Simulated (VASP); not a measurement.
Crystal: Ti3CuBr.

```
Ti Cu Br
1.0
     4.39934    0.00000    0.00000
     0.00000    4.39934    0.00000
     0.00000    0.00000    4.39934
Ti Cu Br
3 1 1
Direct
  0.00000 0.50000 0.50000
  0.50000 0.00000 0.50000
  0.50000 0.50000 0.00000
  0.00000 0.00000 0.00000
  0.50000 0.50000 0.50000
```

The cell was built from a structure type or drawn by symmetry, and may not be a known phase.

| Quantity | Value |
| --- | --- |
| Program | VASP 6.6.1 |
| Task | relaxation of cell and atoms |
| Functional | PBE |
| Potentials or basis | VASP PAW PBE potentials, release 64 (Ti_sv, Cu, Br) |
| Cutoff | 600 eV |
| k mesh | 4 × 4 × 4 |
| Occupations | gaussian, width 0.1 eV |
| Spin | collinear spin |
| Starting moments | [1.0, 1.0, 1.0, 1.0, 0.0] μB |

At the start: pressure 19.7 GPa; volume 17.03 Å³/atom.

Question: How do energy, volume and symmetry change on relaxing?

Answer: Over 3 steps the energy falls by 151.8 meV/atom and the volume is 19.93 Å³/atom (+17.0 %); space group Pm-3m (No. 221, to 0.1 Å) before and after; moment 0.83 μB per cell.

Step by step:
| step | energy change (eV) | largest force (eV/Å) | pressure (GPa) | volume (Å³) |
| --- | --- | --- | --- | --- |
| 1 | 0.0000 | 0.0000 | 19.71 | 85.15 |
| 2 | -0.3198 | 0.0000 | -8.82 | 113.66 |
| 3 | -0.7590 | 0.0000 | -0.11 | 99.63 |

Final structure:
```
CELL_PARAMETERS angstrom
4.63584 0.00000 0.00000
0.00000 4.63584 0.00000
0.00000 0.00000 4.63584
ATOMIC_POSITIONS crystal
Ti 0.00000 0.50000 0.50000
Ti 0.50000 0.00000 0.50000
Ti 0.50000 0.50000 0.00000
Cu 0.00000 0.00000 0.00000
Br 0.50000 0.50000 0.50000
```

Caveat: the volume moved by over 15 % at a fixed basis, so the end points are rough.
